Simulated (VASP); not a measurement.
# TlBr (Pm-3m) in VASP: single point with LDA

Aim: the single point of TlBr with LDA.

Everything below comes from runs of VASP 6.6.1. Logs are shortened: lines on timing, memory, paths and dates and some standing lists are left out, and cuts for length are marked.

**1. The cell of the first run**

The structure is cubic, space group Pm-3m (No. 221). Conventional cell: a = 3.970 Å, b = 3.970 Å, c = 3.970 Å, α = 90.00°, β = 90.00°, γ = 90.00°. Within 4.5 Å of Tl (site symmetry m-3m) lie 8 Br at 3.44 Å and 6 Tl at 3.97 Å. Br (site symmetry m-3m) has 8 Tl at 3.44 Å and 6 Br at 3.97 Å within 4.5 Å.

**2. Single point, LDA, non-collinear spin, zero start, spin-orbit coupling**

Contents of INCAR:

```
ALGO = Normal
EDIFF = 1E-6
ENCUT = 500
GGA = CA
GGA_COMPAT = F
ISIF = 2
ISMEAR = -5
LASPH = T
LCHARG = F
LORBIT = 11
LORBMOM = T
LREAL = F
LSORBIT = T
LWAVE = F
MAGMOM = 0 0 0 0 0 0
NBANDS = 32
NELM = 200
PREC = Accurate
SIGMA = 0.1
```

Contents of KPOINTS:

```
k-points
0
Gamma
  8 8 8
```

Contents of POSCAR:

```
TlBr
1.0
    3.9700000000      0.0000000000      0.0000000000
    0.0000000000      3.9700000000      0.0000000000
    0.0000000000      0.0000000000      3.9700000000
Tl Br
1 1
Direct
    0.0000000000      0.0000000000      0.0000000000
    0.5000000000      0.5000000000      0.5000000000
```

Potentials or basis: VASP PAW LDA potentials, release 64 (Tl_d, Br).

Run with:

```console
$ cat potpaw_LDA.64/Tl_d/POTCAR potpaw_LDA.64/Br/POTCAR > POTCAR
$ mpirun -np 1 vasp_ncl > vasp.out
```

OUTCAR:

```text
EDIFF = 1E-6
   ENCUT = 500
   GGA = CA
   ISIF = 2
   ISMEAR = -5
   LASPH = T
   LORBIT = 11
   LREAL = F
   LSORBIT = T
   NELM = 200
   PREC = Accurate

 ion  position               nearest neighbor table
   1  0.000  0.000  0.000-   2 3.44   2 3.44   2 3.44   2 3.44   2 3.44   2 3.44   2 3.44   2 3.44

   2  0.500  0.500  0.500-   1 3.44   1 3.44   1 3.44   1 3.44   1 3.44   1 3.44   1 3.44   1 3.44

  LATTYP: Found a simple cubic cell.
 ALAT       =     3.9700000000

  Lattice vectors:

 A1 = (   3.9700000000,   0.0000000000,   0.0000000000)
 A2 = (   0.0000000000,   3.9700000000,   0.0000000000)
 A3 = (   0.0000000000,   0.0000000000,   3.9700000000)

Analysis of symmetry for initial positions (statically):
=====================================================================
 Subroutine PRICEL returns:
 Original cell was already a primitive cell.

 Routine SETGRP: Setting up the symmetry group for a
 simple cubic supercell.

 Subroutine GETGRP returns: Found 48 space group operations
 (whereof 48 operations were pure point group operations)
 out of a pool of 48 trial point group operations.

The static configuration has the point symmetry O_h .

Analysis of symmetry for dynamics (positions and initial velocities):
=====================================================================
 Subroutine PRICEL returns:
 Original cell was already a primitive cell.

 Routine SETGRP: Setting up the symmetry group for a
 simple cubic supercell.

 Subroutine GETGRP returns: Found 48 space group operations
 (whereof 48 operations were pure point group operations)
 out of a pool of 48 trial point group operations.

The dynamic configuration has the point symmetry O_h .

Analysis of structural, dynamic, and magnetic symmetry:
=====================================================================
 Subroutine PRICEL returns:
 Original cell was already a primitive cell.

 Routine SETGRP: Setting up the symmetry group for a
 simple cubic supercell.

 Subroutine GETGRP returns: Found 48 space group operations
 (whereof 48 operations were pure point group operations)
 out of a pool of 48 trial point group operations.

The overall configuration has the point symmetry O_h .

 Subroutine INISYM returns: Found 48 space group operations
 (whereof 48 operations are pure point group operations),
 and found     1 'primitive' translations

----------------------------------------------------------------------------------------

                                     Primitive cell

  volume of cell :      62.5708

  direct lattice vectors                    reciprocal lattice vectors
     3.970000000  0.000000000  0.000000000     0.251889169  0.000000000  0.000000000
     0.000000000  3.970000000  0.000000000     0.000000000  0.251889169  0.000000000
     0.000000000  0.000000000  3.970000000     0.000000000  0.000000000  0.251889169

  length of vectors
     3.970000000  3.970000000  3.970000000     0.251889169  0.251889169  0.251889169

  position of ions in fractional coordinates (direct lattice)
     0.000000000  0.000000000  0.000000000
     0.500000000  0.500000000  0.500000000

  ion indices of the primitive-cell ions
   primitive index   ion index
                 1           1
                 2           2

----------------------------------------------------------------------------------------

 KPOINTS: k-points

Automatic generation of k-mesh.
 Grid dimensions read from file:
 generate k-points for:    8    8    8

 Generating k-lattice:

[... 91 lines left out ...]
   IVDW    =     0    specifies the selected vdW correction
   LEPSILON=     F    determine dielectric tensor
   LRPA    =     F    only Hartree local field effects (RPA)
 Fermi weights with tetrahedron method with Bloechl corrections
  energy-cutoff  :      500.00
  volume of cell :       62.57
 maximum number of plane-waves:      3244
 NGX is ok and might be reduce to    30
   NGX = 15   NGY = 15   NGZ = 15

 number of electron      20.0000004 magnetization       0.0000000     -0.0000000      0.0000000

 number of electron      20.0000004 magnetization       0.0000000     -0.0000000     -0.0000000

 number of electron      20.0000004 magnetization       0.0000000      0.0000000      0.0000000

 number of electron      20.0000004 magnetization      -0.0000000     -0.0000000     -0.0000000

 Free energy of the ion-electron system (eV)
  ---------------------------------------------------
  ext. energy  EPLUGINS =         0.00000000
  ---------------------------------------------------
  free energy    TOTEN  =        -6.73083106 eV

  energy without entropy =       -6.73083106  energy(sigma->0) =       -6.73083106

 E-fermi :   2.4060     XC(G=0):  -9.4177

 val. band max:        2.3179133236   @ k =   0.5000   0.0000   0.0000
 cond. band min:       3.4481706880   @ k =   0.5000   0.5000   0.5000
 fundamental gap:      1.1302573644
 Fermi energy:         2.4060150971

 k-point     1 :       0.0000    0.0000    0.0000
  band No.  band energies     occupation
      1     -11.5302      1.00000
      2     -11.5302      1.00000
      3      -9.0109      1.00000
      4      -9.0109      1.00000
      5      -9.0109      1.00000
      6      -9.0109      1.00000
[... 829 lines left out ...]
     31      13.0742      0.00000
     32      13.0742      0.00000

 [... further k-points ...]
[... 5 lines left out ...]
  --------------------------------------------------------------------------------------
  -------------------------------------------------------------------------------------
  Total       -1.0572211     -1.0572211     -1.0572211      0.0000000      0.0000000     -0.0000000
  in kB      -27.0710369    -27.0710369    -27.0710369      0.0000000      0.0000000     -0.0000000
  external PRESSURE =     -27.0710369 kB  Pullay stress =       0.0000000 kB

 VOLUME and BASIS-vectors are now :
 -----------------------------------------------------------------------------
  energy-cutoff  :      500.00
  volume of cell :       62.57
      direct lattice vectors                 reciprocal lattice vectors
     3.970000000  0.000000000  0.000000000     0.251889169  0.000000000  0.000000000
     0.000000000  3.970000000  0.000000000     0.000000000  0.251889169  0.000000000
     0.000000000  0.000000000  3.970000000     0.000000000  0.000000000  0.251889169

 POSITION                                       TOTAL-FORCE (eV/Angst)
 -----------------------------------------------------------------------------------
      0.00000      0.00000      0.00000         0.000000      0.000000      0.000000
      1.98500      1.98500      1.98500         0.000000      0.000000      0.000000
 -----------------------------------------------------------------------------------
    total drift:                                0.000000      0.000000      0.000000

  FREE ENERGIE OF THE ION-ELECTRON SYSTEM (eV)
  ---------------------------------------------------
  free  energy   TOTEN  =        -6.7308310636 eV

  energy  without entropy=       -6.7308310636  energy(sigma->0) =       -6.73083106

 orbital moment (x)

 # of ion     p       d       tot
 ----------------------------------------
  1         0.000   0.000   0.000
  2        -0.000  -0.000  -0.000
 ----------------------------------------
           -0.000   0.000  -0.000

 orbital moment (y)

 # of ion     p       d       tot
 ----------------------------------------
  1        -0.000   0.000   0.000
  2        -0.000   0.000  -0.000
 ----------------------------------------
           -0.000   0.000   0.000

 orbital moment (z)

 # of ion     p       d       tot
 ----------------------------------------
  1         0.000  -0.000  -0.000
  2         0.000   0.000   0.000
 ----------------------------------------
            0.000  -0.000  -0.000

 Spin-Orbit-Coupling matrix elements

 Ion:    1  E_soc:     -0.3918411
 l=   1
     0.0000000    -0.0155866    -0.0155866
    -0.0155866     0.0000000    -0.0155866
    -0.0155866    -0.0155866     0.0000000
 l=   2
     0.0000000    -0.0098831     0.0000000    -0.0098831    -0.0398372
    -0.0098831     0.0000000    -0.0298779    -0.0098831    -0.0099593
     0.0000000    -0.0298779     0.0000000    -0.0298779     0.0000000
    -0.0098831    -0.0098831    -0.0298779     0.0000000    -0.0099593
    -0.0398372    -0.0099593     0.0000000    -0.0099593     0.0000000
 l=   3
     0.0000000     0.0000000     0.0000000     0.0000000     0.0000000     0.0000000     0.0000000
     0.0000000     0.0000000     0.0000000     0.0000000     0.0000000     0.0000000     0.0000000
     0.0000000     0.0000000     0.0000000     0.0000000     0.0000000     0.0000000     0.0000000
     0.0000000     0.0000000     0.0000000     0.0000000     0.0000000     0.0000000     0.0000000
     0.0000000     0.0000000     0.0000000     0.0000000     0.0000000     0.0000000     0.0000000
     0.0000000     0.0000000     0.0000000     0.0000000     0.0000000     0.0000000     0.0000000
     0.0000000     0.0000000     0.0000000     0.0000000     0.0000000     0.0000000     0.0000000

 Ion:    2  E_soc:     -0.0652339
 l=   1
     0.0000000    -0.0108724    -0.0108724
    -0.0108724     0.0000000    -0.0108724
    -0.0108724    -0.0108724     0.0000000
 l=   2
     0.0000000    -0.0000005     0.0000000    -0.0000005     0.0000006
    -0.0000005     0.0000000     0.0000004    -0.0000005     0.0000001
     0.0000000     0.0000004     0.0000000     0.0000004     0.0000000
    -0.0000005    -0.0000005     0.0000004     0.0000000     0.0000001
     0.0000006     0.0000001     0.0000000     0.0000001     0.0000000
 l=   3
     0.0000000     0.0000000     0.0000000     0.0000000     0.0000000     0.0000000     0.0000000
     0.0000000     0.0000000     0.0000000     0.0000000     0.0000000     0.0000000     0.0000000
     0.0000000     0.0000000     0.0000000     0.0000000     0.0000000     0.0000000     0.0000000
     0.0000000     0.0000000     0.0000000     0.0000000     0.0000000     0.0000000     0.0000000
     0.0000000     0.0000000     0.0000000     0.0000000     0.0000000     0.0000000     0.0000000
     0.0000000     0.0000000     0.0000000     0.0000000     0.0000000     0.0000000     0.0000000
     0.0000000     0.0000000     0.0000000     0.0000000     0.0000000     0.0000000     0.0000000

 total charge

# of ion       s       p       d       tot
------------------------------------------
    1        1.297   0.148   9.656  11.101
    2        1.617   3.193   0.007   4.818
--------------------------------------------------
tot          2.914   3.341   9.664  15.919

 magnetization (x)

# of ion       s       p       d       tot
------------------------------------------
    1       -0.000   0.000   0.000  -0.000
    2       -0.000  -0.000  -0.000  -0.000
--------------------------------------------------
tot         -0.000  -0.000  -0.000  -0.000

 magnetization (y)

# of ion       s       p       d       tot
------------------------------------------
    1        0.000   0.000  -0.000   0.000
    2       -0.000  -0.000   0.000  -0.000
--------------------------------------------------
tot          0.000  -0.000   0.000   0.000

 magnetization (z)

# of ion       s       p       d       tot
------------------------------------------
    1        0.000  -0.000   0.000   0.000
    2       -0.000  -0.000   0.000  -0.000
--------------------------------------------------
tot          0.000  -0.000   0.000   0.000
```

Wall time 100 s (1 thread of Intel Xeon Platinum 8488C (Sapphire Rapids), shared host); peak memory 0.28 GiB.

What came out:

```
Free energy                                           : -6.7308 eV
Pressure                                              : -2.7 GPa
Net moment                                            : 0.00 μB per cell
Valence electrons inside the program's atomic spheres : Tl 11.10; Br 4.82
```

Moments on the atoms (μB; x, y, z):
```
Tl  0.00 0.00 0.00
Br  0.00 0.00 0.00
```
